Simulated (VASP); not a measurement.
Ba3PbO, 5 atoms in the cell. Symmetry: Pm-3m, No. 221, cubic system. Conventional cell: a = 5.504 Å, b = 5.504 Å, c = 5.504 Å, α = 90.00°, β = 90.00°, γ = 90.00°. Within 3.6 Å of Ba (site symmetry 4/mmm) lie 2 O at 2.75 Å. Within 5.1 Å of Pb (site symmetry m-3m) lie 12 Ba at 3.89 Å and 8 O at 4.77 Å. O (site symmetry m-3m) has 6 Ba at 2.75 Å within 3.6 Å. 

| Property | Result |
| --- | --- |
| Program | VASP 6.6.1 |
| Task | single point |
| Functional | PBEsol |
| Potentials or basis | VASP PAW PBE potentials, release 64 (Ba_sv, Pb_d, O) |
| Cutoff | 520 eV |
| k mesh | 4 × 4 × 4 |
| Occupations | fermi-dirac, width 0.05 eV |
| Spin | no spin polarisation |
| Dipole correction | no |
| Further INCAR settings | ALGO = Normal; EDIFF = 1e-06; NBANDS = 33 |

Potentials or basis: VASP PAW PBE potentials, release 64 (Ba_sv, Pb_d, O).

Command:

```console
$ cat potpaw_PBE.64/Ba_sv/POTCAR potpaw_PBE.64/Pb_d/POTCAR potpaw_PBE.64/O/POTCAR > POTCAR
$ mpirun -np 1 vasp_std > vasp.out
```

Hardware: 1 thread of Intel Xeon 8259CL, with other jobs on the host.

**Question.** Estimate the wall time of this run.

**Answer.** Wall time 99 s on 1 thread of Intel Xeon 8259CL (shared host), peak memory 0.28 GiB. Counts: scf iterations 14, k points 10.
